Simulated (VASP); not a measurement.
# MgO (Fm-3m) in VASP: notebook, part 2 of 2

VASP 6.6.1. The steps go on from the part before.

## 3. Single point, LDA

File INCAR:

```
SYSTEM = MgO
ALGO = Normal ; EDIFF = 1E-6
ENCUT = 600 ; GGA_COMPAT = .False.
ISIF = 2 ; ISMEAR = 0
LASPH = .True. ; LCHARG = .False.
LREAL = .False. ; LWAVE = .False.
NBANDS = 11 ; NELM = 120
PREC = Accurate ; SIGMA = 0.05
```

File KPOINTS:

```
k-points
0
Gamma
  8 8 8
  0 0 0
```

File POSCAR:

```
MgO
1.0
    0.0000000000      2.1241500000      2.1241500000
    2.1241500000      0.0000000000      2.1241500000
    2.1241500000      2.1241500000      0.0000000000
Mg O
1 1
Direct
    0.0000000000      0.0000000000      0.0000000000
    0.5000000000      0.5000000000      0.5000000000
```

Potentials or basis: VASP PAW LDA potentials, release 64 (Mg, O).

Launch:

```bash
$ cat potpaw_LDA.64/Mg/POTCAR potpaw_LDA.64/O/POTCAR > POTCAR
$ mpirun -np 1 vasp_std > vasp.out
```

OUTCAR:

```text
SYSTEM = MgO
   EDIFF = 1E-6
   ENCUT = 600
   ISIF = 2
   ISMEAR = 0
   LASPH = .True.
   LREAL = .False.
   NELM = 120
   PREC = Accurate

 ion  position               nearest neighbor table
   1  0.000  0.000  0.000-   2 2.12   2 2.12   2 2.12   2 2.12   2 2.12   2 2.12
   2  0.500  0.500  0.500-   1 2.12   1 2.12   1 2.12   1 2.12   1 2.12   1 2.12

  LATTYP: Found a face centered cubic cell.
 ALAT       =     4.2483000000

  Lattice vectors:

 A1 = (   0.0000000000,   2.1241500000,   2.1241500000)
 A2 = (   2.1241500000,   0.0000000000,   2.1241500000)
 A3 = (   2.1241500000,   2.1241500000,   0.0000000000)

Analysis of symmetry for initial positions (statically):
=====================================================================
 Subroutine PRICEL returns:
 Original cell was already a primitive cell.

 Routine SETGRP: Setting up the symmetry group for a
 face centered cubic supercell.

 Subroutine GETGRP returns: Found 48 space group operations
 (whereof 48 operations were pure point group operations)
 out of a pool of 48 trial point group operations.

The static configuration has the point symmetry O_h .

Analysis of symmetry for dynamics (positions and initial velocities):
=====================================================================
 Subroutine PRICEL returns:
 Original cell was already a primitive cell.

 Routine SETGRP: Setting up the symmetry group for a
 face centered cubic supercell.

 Subroutine GETGRP returns: Found 48 space group operations
 (whereof 48 operations were pure point group operations)
 out of a pool of 48 trial point group operations.

The dynamic configuration has the point symmetry O_h .

 Subroutine INISYM returns: Found 48 space group operations
 (whereof 48 operations are pure point group operations),
 and found     1 'primitive' translations

----------------------------------------------------------------------------------------

[... 119 lines left out ...]
   AEXX    =    0.0000 exact exchange contribution
   IVDW    =     0    specifies the selected vdW correction
   LEPSILON=     F    determine dielectric tensor
   LRPA    =     F    only Hartree local field effects (RPA)
 non-spin polarized calculation
 Gauss-broadening in eV      SIGMA  =   0.05
  energy-cutoff  :      600.00
  volume of cell :       19.17
 maximum number of plane-waves:       652
   NGX = 11   NGY = 11   NGZ = 11

 number of electron       8.0000004 magnetization

 Free energy of the ion-electron system (eV)
  ---------------------------------------------------
  ext. energy  EPLUGINS =         0.00000000
  ---------------------------------------------------
  free energy    TOTEN  =       -13.39934412 eV

  energy without entropy =      -13.39934412  energy(sigma->0) =      -13.39934412

 E-fermi :   2.9751     XC(G=0): -11.4682

 val. band max:        2.6862417668   @ k =   0.0000   0.0000   0.0000
 cond. band min:       7.0974269566   @ k =   0.0000   0.0000   0.0000
 fundamental gap:      4.4111851899
 Fermi energy:         2.9751236823

 k-point     1 :       0.0000    0.0000    0.0000
  band No.  band energies     occupation
      1     -14.1825      2.00000
      2       2.6862      2.00000
      3       2.6862      2.00000
      4       2.6862      2.00000
      5       7.0974      0.00000
      6      18.0737      0.00000
      7      18.0737      0.00000
      8      18.0737      0.00000
      9      22.0316      0.00000
     10      23.6434      0.00000
     11      23.6434      0.00000
[... 309 lines left out ...]
 k-point    24 :      -0.3750    0.2500    0.1250
  band No.  band energies     occupation
      1     -12.7448      2.00000
      2      -1.2876      2.00000
      3       0.7714      2.00000
      4       1.7143      2.00000
      5      12.0093      0.00000
      6      14.4357      0.00000
      7      15.6189      0.00000
      8      18.9638      0.00000
      9      22.6430      0.00000
     10      24.0861      0.00000
     11      28.0707      0.00000

 [... further k-points ...]

------------------------ aborting loop because EDIFF is reached ----------------------------------------

  FORCE on cell =-STRESS in cart. coord.  units (eV):
  Direction    XX          YY          ZZ          XY          YZ          ZX
  --------------------------------------------------------------------------------------
  -------------------------------------------------------------------------------------
  Total       -1.3783732     -1.3783732     -1.3783732      0.0000000      0.0000000      0.0000000
  in kB     -115.2104459   -115.2104459   -115.2104459      0.0000000      0.0000000      0.0000000
  external PRESSURE =    -115.2104459 kB  Pullay stress =       0.0000000 kB

 VOLUME and BASIS-vectors are now :
 -----------------------------------------------------------------------------
  energy-cutoff  :      600.00
  volume of cell :       19.17
      direct lattice vectors                 reciprocal lattice vectors
     0.000000000  2.124150000  2.124150000    -0.235388273  0.235388273  0.235388273
     2.124150000  0.000000000  2.124150000     0.235388273 -0.235388273  0.235388273
     2.124150000  2.124150000  0.000000000     0.235388273  0.235388273 -0.235388273

 POSITION                                       TOTAL-FORCE (eV/Angst)
 -----------------------------------------------------------------------------------
      0.00000      0.00000      0.00000         0.000000     -0.000000      0.000000
      2.12415      2.12415      2.12415        -0.000000      0.000000     -0.000000
 -----------------------------------------------------------------------------------
    total drift:                               -0.000000     -0.000000      0.000000

  FREE ENERGIE OF THE ION-ELECTRON SYSTEM (eV)
  ---------------------------------------------------
  free  energy   TOTEN  =       -13.3993441164 eV

  energy  without entropy=      -13.3993441164  energy(sigma->0) =      -13.39934412
```

stdout:

```text
POSCAR found type information on POSCAR MgO
 POSCAR found :  2 types and       2 ions
 scaLAPACK will be used
 LDA part: xc-table for (Slater(with rela. corr.)+CA(PZ))
 , standard interpolation
 POSCAR, INCAR and KPOINTS ok, starting setup
 FFT: planning ... GRIDC
 FFT: planning ... GRID_SOFT
 FFT: planning ... GRID
 WAVECAR not read
 entering main loop
```

Run time: 6.8 s. Hardware: 1 thread of AMD EPYC 9R45 (Zen 5), shared host; peak memory 0.1 GiB.

What came out:

```yaml
Free_energy: -13.3993 eV
Pressure: -11.5 GPa
Band_gap_on_the_k_mesh: 4.41 eV, direct
```

## 4. Single point, LDA

File INCAR:

```
PREC = Accurate
ENCUT = 600
EDIFF = 1E-6
ISMEAR = 0
SIGMA = 0.05
LREAL = F
LASPH = T
NELM = 120
ALGO = Normal
ISIF = 2
LWAVE = F
LCHARG = T
LELF = T
LVHAR = T
NBANDS = 11
GGA_COMPAT = F
```

File KPOINTS:

```
Automatic mesh
0
Gamma
  8 8 8
```

POSCAR is that of step 3.

Potentials or basis: VASP PAW LDA potentials, release 64 (Mg, O).

Launch:

```bash
$ cat potpaw_LDA.64/Mg/POTCAR potpaw_LDA.64/O/POTCAR > POTCAR
$ mpirun -np 1 vasp_std > vasp.out
```

OUTCAR:

```text
PREC = Accurate
   ENCUT = 600
   EDIFF = 1E-6
   ISMEAR = 0
   LREAL = F
   LASPH = T
   NELM = 120
   ISIF = 2

 ion  position               nearest neighbor table
   1  0.000  0.000  0.000-   2 2.12   2 2.12   2 2.12   2 2.12   2 2.12   2 2.12
   2  0.500  0.500  0.500-   1 2.12   1 2.12   1 2.12   1 2.12   1 2.12   1 2.12

  LATTYP: Found a face centered cubic cell.
 ALAT       =     4.2483000000

  Lattice vectors:

 A1 = (   0.0000000000,   2.1241500000,   2.1241500000)
[... 512 lines left out ...]
      5      12.0093      0.00000
      6      14.4357      0.00000
      7      15.6189      0.00000
      8      18.9638      0.00000
      9      22.6430      0.00000
     10      24.0861      0.00000
     11      28.0707      0.00000

 [... further k-points ...]
[... 5 lines left out ...]
  --------------------------------------------------------------------------------------
  -------------------------------------------------------------------------------------
  Total       -1.3783732     -1.3783732     -1.3783732      0.0000000      0.0000000      0.0000000
  in kB     -115.2104459   -115.2104459   -115.2104459      0.0000000      0.0000000      0.0000000
  external PRESSURE =    -115.2104459 kB  Pullay stress =       0.0000000 kB

 VOLUME and BASIS-vectors are now :
 -----------------------------------------------------------------------------
  energy-cutoff  :      600.00
  volume of cell :       19.17
      direct lattice vectors                 reciprocal lattice vectors
     0.000000000  2.124150000  2.124150000    -0.235388273  0.235388273  0.235388273
     2.124150000  0.000000000  2.124150000     0.235388273 -0.235388273  0.235388273
     2.124150000  2.124150000  0.000000000     0.235388273  0.235388273 -0.235388273

 POSITION                                       TOTAL-FORCE (eV/Angst)
 -----------------------------------------------------------------------------------
      0.00000      0.00000      0.00000         0.000000     -0.000000      0.000000
      2.12415      2.12415      2.12415        -0.000000      0.000000     -0.000000
 -----------------------------------------------------------------------------------
    total drift:                               -0.000000     -0.000000      0.000000

  FREE ENERGIE OF THE ION-ELECTRON SYSTEM (eV)
  ---------------------------------------------------
  free  energy   TOTEN  =       -13.3993441164 eV

  energy  without entropy=      -13.3993441164  energy(sigma->0) =      -13.39934412
```

OSZICAR:

```text
N       E                     dE             d eps       ncg     rms          rms(c)
DAV:   1     0.160682609264E+02    0.16068E+02   -0.48415E+03   702   0.717E+02
DAV:   2    -0.141497788780E+02   -0.30218E+02   -0.29336E+02   722   0.146E+02
DAV:   3    -0.149605484389E+02   -0.81077E+00   -0.80956E+00   780   0.200E+01
DAV:   4    -0.149628430134E+02   -0.22946E-02   -0.22945E-02   689   0.114E+00
DAV:   5    -0.149628491467E+02   -0.61332E-05   -0.61333E-05   752   0.575E-02    0.701E+00
DAV:   6    -0.134665607361E+02    0.14963E+01   -0.89709E+00   656   0.161E+01    0.231E+00
DAV:   7    -0.134246565255E+02    0.41904E-01   -0.76899E-02   698   0.239E+00    0.130E+00
DAV:   8    -0.133999373003E+02    0.24719E-01   -0.35968E-02   662   0.189E+00    0.248E-01
DAV:   9    -0.133995274405E+02    0.40986E-03   -0.43657E-04   731   0.157E-01    0.149E-01
DAV:  10    -0.133993447225E+02    0.18272E-03   -0.44700E-04   665   0.180E-01    0.642E-03
DAV:  11    -0.133993441164E+02    0.60607E-06   -0.44219E-06   710   0.116E-02
   1 F= -.13399344E+02 E0= -.13399344E+02  d E =-.526026E-18
```

Run time: 6.9 s. Hardware: 1 thread of AMD EPYC 9R45 (Zen 5), shared host; peak memory 0.1 GiB.

Results:

```yaml
Free_energy: -13.3993 eV
Pressure: -11.5 GPa
Band_gap_on_the_k_mesh: 4.41 eV, direct
```

Levels at points of the mesh, in eV from the valence-band top:
```
           k point  band 2  band 3  band 4  band 5  band 6  band 7
(0.00, 0.00, 0.00)    0.00    0.00    0.00    4.41   15.39   15.39
(0.50, 0.00, 0.00)   -4.59   -0.64   -0.64    7.58   12.11   15.74
(0.50, 0.50, 0.00)   -4.05   -1.34   -1.34    8.87    9.43   12.63
```
